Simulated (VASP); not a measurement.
# WC2 (R-3m) in VASP: a series of runs, part 2 of 2

VASP 6.6.1.

## Step 3: Relaxation of cell and atoms, PBE

This run uses another cell than the first one, of 10.74 Å³/atom.

Input file INCAR:

```
SYSTEM = WC2
ALGO = Normal
EDIFF = 1E-6
EDIFFG = -0.04
ENCUT = 600
GGA = PE
IBRION = 2
ISIF = 3
ISMEAR = 0
LASPH = .TRUE.
LCHARG = .FALSE.
LREAL = .FALSE.
LWAVE = .FALSE.
NELM = 100
NSW = 90
PREC = Accurate
SIGMA = 0.1
```

Input file KPOINTS:

```
k-points
0
G
  9 9 9
  0 0 0
```

Input file POSCAR:

```
WC2
1.0
    1.4550091805      0.8400499420      4.3944999351
   -1.4550091805      0.8400499420      4.3944999351
    0.0000000000     -1.6800998840      4.3944999351
W C
1 2
Direct
    0.0000000000      0.0000000000      0.0000000000
    0.7500000000      0.7500000000      0.7500000000
    0.2500000000      0.2500000000      0.2500000000
```

Potentials or basis: VASP PAW PBE potentials, release 64 (W_sv, C).

Run with:

```sh
> cat potpaw_PBE.64/W_sv/POTCAR potpaw_PBE.64/C/POTCAR > POTCAR
> mpirun -np 1 vasp_std > vasp.out
```

OUTCAR:

```text
SYSTEM = WC2
   EDIFF = 1E-6
   EDIFFG = -0.04
   ENCUT = 600
   GGA = PE
   IBRION = 2
   ISIF = 3
   ISMEAR = 0
   LASPH = .TRUE.
   LREAL = .FALSE.
   NELM = 100
   NSW = 90
   PREC = Accurate

 ion  position               nearest neighbor table
   1  0.000  0.000  0.000-   2 2.01   3 2.01   2 2.01   2 2.01   3 2.01   3 2.01
   2  0.750  0.750  0.750-   1 2.01   1 2.01   1 2.01
   3  0.250  0.250  0.250-   1 2.01   1 2.01   1 2.01

  LATTYP: Found a trigonal (rhomboedric) cell.
 ALAT       =     4.7047173454
 COS(alpha) =     0.8087090652

  Lattice vectors:

 A1 = (   1.4550091805,   0.8400499420,   4.3944999351)
 A2 = (  -1.4550091805,   0.8400499420,   4.3944999351)
 A3 = (   0.0000000000,  -1.6800998840,   4.3944999351)

Analysis of symmetry for initial positions (statically):
=====================================================================
 Subroutine PRICEL returns:
 Original cell was already a primitive cell.

 Routine SETGRP: Setting up the symmetry group for a
 trigonal (rhombohedral) supercell.

 Subroutine GETGRP returns: Found 12 space group operations
 (whereof 12 operations were pure point group operations)
 out of a pool of 12 trial point group operations.

The static configuration has the point symmetry D_3d.

Analysis of symmetry for dynamics (positions and initial velocities):
=====================================================================
 Subroutine PRICEL returns:
 Original cell was already a primitive cell.

 Routine SETGRP: Setting up the symmetry group for a
 trigonal (rhombohedral) supercell.

 Subroutine GETGRP returns: Found 12 space group operations
 (whereof 12 operations were pure point group operations)
 out of a pool of 12 trial point group operations.

The dynamic configuration has the point symmetry D_3d.

 Subroutine INISYM returns: Found 12 space group operations
[... 132 lines left out ...]
 Gauss-broadening in eV      SIGMA  =   0.10
  energy-cutoff  :      600.00
  volume of cell :       32.23
 maximum number of plane-waves:      1091
 NGX is ok and might be reduce to    40
   NGX = 19   NGY = 19   NGZ = 19

--------------------------------------- Ionic step        1  -------------------------------------------

 number of electron      22.0000000 magnetization

 Free energy of the ion-electron system (eV)
  ---------------------------------------------------
  ext. energy  EPLUGINS =         0.00000000
  ---------------------------------------------------
  free energy    TOTEN  =       -25.61927680 eV

  energy without entropy =      -25.61194265  energy(sigma->0) =      -25.61560972

------------------------ aborting loop because EDIFF is reached ----------------------------------------

  FORCE on cell =-STRESS in cart. coord.  units (eV):
  Direction    XX          YY          ZZ          XY          YZ          ZX
  --------------------------------------------------------------------------------------
  -------------------------------------------------------------------------------------
  Total       10.9986615     10.9986615      5.3242739      0.0000000     -0.0000000      0.0000000
  in kB      546.7878626    546.7878626    264.6911467      0.0000000     -0.0000000      0.0000000
  external PRESSURE =     452.7556240 kB  Pullay stress =       0.0000000 kB
[... 209 lines left out ...]
--------------------------------------- Ionic step        7  -------------------------------------------

 number of electron      21.9999999 magnetization

 Free energy of the ion-electron system (eV)
  ---------------------------------------------------
  ext. energy  EPLUGINS =         0.00000000
  ---------------------------------------------------
  free energy    TOTEN  =       -26.30487221 eV

  energy without entropy =      -26.29574759  energy(sigma->0) =      -26.30030990

 E-fermi :   6.1924     XC(G=0): -11.7389

 val. band max:        6.1880248313   @ k =  -0.3333   0.2222   0.0000
 cond. band min:       6.1947678313   @ k =   0.1111   0.0000  -0.0000
 fundamental gap:      0.0067429999
 Fermi energy:         6.1924027058

 k-point     1 :       0.0000    0.0000    0.0000
  band No.  band energies     occupation
      1     -67.8973      2.00000
      2     -32.0530      2.00000
      3     -32.0172      2.00000
      4     -32.0172      2.00000
      5      -7.1733      2.00000
      6      -1.6562      2.00000
      7       0.2018      2.00000
      8       1.7643      2.00000
      9       1.7643      2.00000
     10       6.9149      0.00000
     11       6.9149      0.00000
     12       8.0259      0.00000
     13       8.0259      0.00000
     14       8.6850      0.00000
[... 401 lines left out ...]
      2     -32.4655      2.00000
      3     -32.1225      2.00000
      4     -31.9847      2.00000
      5      -4.5460      2.00000
      6      -3.0981      2.00000
      7       0.0703      2.00000
      8       3.0840      2.00000
      9       3.0874      2.00000
     10       4.9950      2.00000
     11       5.8593      2.00000
     12       7.2763      0.00000
     13       7.7798      0.00000
     14       9.0015      0.00000
     15       9.6590      0.00000

 [... further k-points ...]
[... 5 lines left out ...]
  --------------------------------------------------------------------------------------
  -------------------------------------------------------------------------------------
  Total       -0.0539715     -0.0539715     -0.1134930      0.0000000      0.0000000      0.0000000
  in kB       -2.3763345     -2.3763345     -4.9970302      0.0000000      0.0000000      0.0000000
  external PRESSURE =      -3.2498997 kB  Pullay stress =       0.0000000 kB
[... 18 lines left out ...]
  FREE ENERGIE OF THE ION-ELECTRON SYSTEM (eV)
  ---------------------------------------------------
  free  energy   TOTEN  =       -26.3048722136 eV

  energy  without entropy=      -26.2957475910  energy(sigma->0) =      -26.30030990

 reached required accuracy - stopping structural energy minimisation
```

CONTCAR:

```text
WC2
   1.00000000000000
     1.5553162960545466    0.8979622821596326    4.3424998313790146
    -1.5553162960545466    0.8979622821596326    4.3424998313790146
     0.0000000000000000   -1.7959245643192652    4.3424998313790146
  W               C
     1     2
Direct
     0.0000000000000000    0.0000000000000000    0.0000000000000000
     0.7506811098449860    0.7506811098449860    0.7506811098449860
     0.2493188901550141    0.2493188901550141    0.2493188901550141

  0.00000000E+00  0.00000000E+00  0.00000000E+00
  0.00000000E+00  0.00000000E+00  0.00000000E+00
  0.00000000E+00  0.00000000E+00  0.00000000E+00
```

Wall time 10 min (1 thread of Intel Xeon Platinum 8259CL at 2.50GHz (Skylake/Cascade Lake), shared host); peak memory 0.28 GiB.

Results:

| Property | Result |
| --- | --- |
| Free energy | -26.3049 eV |
| Relaxed volume | 12.13 Å³/atom |
| Relaxed cell | a = 4.699 Å, b = 4.699 Å, c = 4.699 Å, α = 38.66°, β = 38.66°, γ = 38.66° |
| Space group after relaxing (to 0.1 Å) | R-3m (No. 166) |
| Pressure after relaxing | -0.3 GPa |
| Largest force after relaxing | 0.021 eV/Å |
| Band gap on the k mesh | zero (bands 11 and 12 overlap by 0.90 eV) |

Forces on the atoms (eV/Å):
```
W    0.000  0.000  0.000
C    0.000  0.000 -0.021
C    0.000  0.000  0.021
```

Final structure:
```
CELL_PARAMETERS angstrom
1.55532 0.89796 4.34250
-1.55532 0.89796 4.34250
0.00000 -1.79592 4.34250
ATOMIC_POSITIONS crystal
W 0.00000 0.00000 0.00000
C 0.75068 0.75068 0.75068
C 0.24932 0.24932 0.24932
```

Caveat: spin-orbit coupling is left out, which moves the levels of the heavy elements.

## Step 4: Single point, PBE

This run uses another cell than the first one, of 14.51 Å³/atom.

Input file INCAR:

```
SYSTEM = WC2
PREC = Accurate
ENCUT = 520
EDIFF = 1E-6
ISMEAR = 0
SIGMA = 0.1
LREAL = .False.
LASPH = .True.
NELM = 60
ALGO = Normal
ISIF = 2
LWAVE = .False.
LCHARG = .False.
GGA = PE
NBANDS = 18
```

Input file KPOINTS:

```
regular mesh
0
Gamma
  18 18 18
  0 0 0
```

Input file POSCAR:

```
WC2
1.0
    1.5742202610      0.9088764914      5.0717656082
   -1.5742202610      0.9088764914      5.0717656082
    0.0000000000     -1.8177529829      5.0717656082
W C
1 2
Direct
    0.0000000000      0.0000000000      0.0000000000
    0.7345571216      0.7345571216      0.7345571216
    0.2654428784      0.2654428784      0.2654428784
```

Potentials or basis: VASP PAW PBE potentials, release 64 (W_sv, C).

Run with:

```sh
> cat potpaw_PBE.64/W_sv/POTCAR potpaw_PBE.64/C/POTCAR > POTCAR
> mpirun -np 1 vasp_std > vasp.out
```

OUTCAR:

```text
SYSTEM = WC2
   PREC = Accurate
   ENCUT = 520
   EDIFF = 1E-6
   ISMEAR = 0
   LREAL = .False.
   LASPH = .True.
   NELM = 60
   ISIF = 2
   GGA = PE

 ion  position               nearest neighbor table
   1  0.000  0.000  0.000-   2 2.09   3 2.09   2 2.09   2 2.09   3 2.09   3 2.09
   2  0.735  0.735  0.735-   1 2.09   1 2.09   1 2.09
   3  0.265  0.265  0.265-   1 2.09   1 2.09   1 2.09

  LATTYP: Found a trigonal (rhomboedric) cell.
 ALAT       =     5.3876741077
 COS(alpha) =     0.8292509268

  Lattice vectors:

[... 677 lines left out ...]
      6      -5.2279      2.00000
[... 10 lines left out ...]
     17      12.5351      0.00000
     18      15.0878      0.00000

 [... further k-points ...]
[... 5 lines left out ...]
  --------------------------------------------------------------------------------------
  -------------------------------------------------------------------------------------
  Total        0.1546442      0.1546442      0.0897614      0.0000000     -0.0000000      0.0000000
  in kB        5.6906710      5.6906710      3.3030813      0.0000000     -0.0000000      0.0000000
  external PRESSURE =       4.8948078 kB  Pullay stress =       0.0000000 kB

 VOLUME and BASIS-vectors are now :
 -----------------------------------------------------------------------------
  energy-cutoff  :      520.00
  volume of cell :       43.54
      direct lattice vectors                 reciprocal lattice vectors
     1.574220261  0.908876491  5.071765608     0.317617561  0.183376584  0.065723332
    -1.574220261  0.908876491  5.071765608    -0.317617561  0.183376584  0.065723332
     0.000000000 -1.817752983  5.071765608     0.000000000 -0.366753169  0.065723332

 POSITION                                       TOTAL-FORCE (eV/Angst)
 -----------------------------------------------------------------------------------
      0.00000      0.00000      0.00000         0.000000     -0.000000     -0.000000
      0.00000     -0.00000     11.17650        -0.000000     -0.000000      0.044622
      0.00000     -0.00000      4.03879        -0.000000      0.000000     -0.044622
 -----------------------------------------------------------------------------------
    total drift:                                0.000000      0.000000     -0.000000

  FREE ENERGIE OF THE ION-ELECTRON SYSTEM (eV)
  ---------------------------------------------------
  free  energy   TOTEN  =       -26.3329789448 eV

  energy  without entropy=      -26.3273135029  energy(sigma->0) =      -26.33014622
```

It took 17 min on 1 thread of Intel Xeon Platinum 8259CL at 2.50GHz (Skylake/Cascade Lake), shared host; peak memory 0.57 GiB.

What came out:

```yaml
Free_energy: -26.3330 eV
Pressure: 0.5 GPa
Largest_force: 0.045 eV/Å
Band_gap_on_the_k_mesh: zero (bands 11 and 12 overlap by 0.99 eV)
```

Forces in eV/Å, atoms in the order of the input:
```
W    0.000  0.000  0.000
C    0.000  0.000  0.045
C    0.000  0.000 -0.045
```

Stress tensor (GPa, compression positive):
```
0.57 0.00 0.00
0.00 0.57 0.00
0.00 0.00 0.33
```

Levels at points of the mesh, in eV from the Fermi level:
| k point | band 8 | band 9 | band 10 | band 11 | band 12 | band 13 | band 14 | band 15 |
| --- | --- | --- | --- | --- | --- | --- | --- | --- |
| (0.00, 0.00, 0.00) | -4.70 | -4.70 | 0.71 | 0.71 | 1.17 | 1.63 | 1.63 | 3.96 |
| (0.50, 0.00, 0.00) | -3.44 | -2.58 | -1.82 | 0.06 | 0.13 | 2.30 | 2.48 | 3.05 |
| (0.50, 0.50, 0.00) | -3.37 | -2.32 | -1.79 | -0.09 | 0.63 | 1.90 | 2.48 | 3.03 |
| (0.50, 0.50, 0.50) | -4.69 | -3.72 | -0.41 | 0.72 | 0.72 | 1.55 | 1.55 | 4.50 |

Caveat: spin-orbit coupling is left out, which moves the levels of the heavy elements.

## Step 5: Summary

```csv
task,cell,k mesh,cutoff (eV),gap on the mesh (eV),pressure (GPa),largest force (eV/Å)
single point,"a = 5.049 Å, angles 36.1°, 3 atoms, atomic positions A",9 × 9 × 9,520,none,0.8,0.06
relaxation of cell and atoms,"relaxed from a = 4.705 Å, angles 36.0°, 3 atoms, atomic positions B",9 × 9 × 9,600,none,-0.3,0.02
single point,"a = 5.388 Å, angles 34.0°, 3 atoms, atomic positions C",18 × 18 × 18,520,none,0.5,0.04
```

Alike in all rows: level PBE; potentials or basis VASP PAW PBE potentials, release 64 (W_sv, C); no spin polarisation; smearing gaussian 0.1 eV.

Caveats: spin-orbit coupling is left out, which moves the levels of the heavy elements.

Total energies depend on the potentials used, so only differences within one code and one set of settings carry meaning.
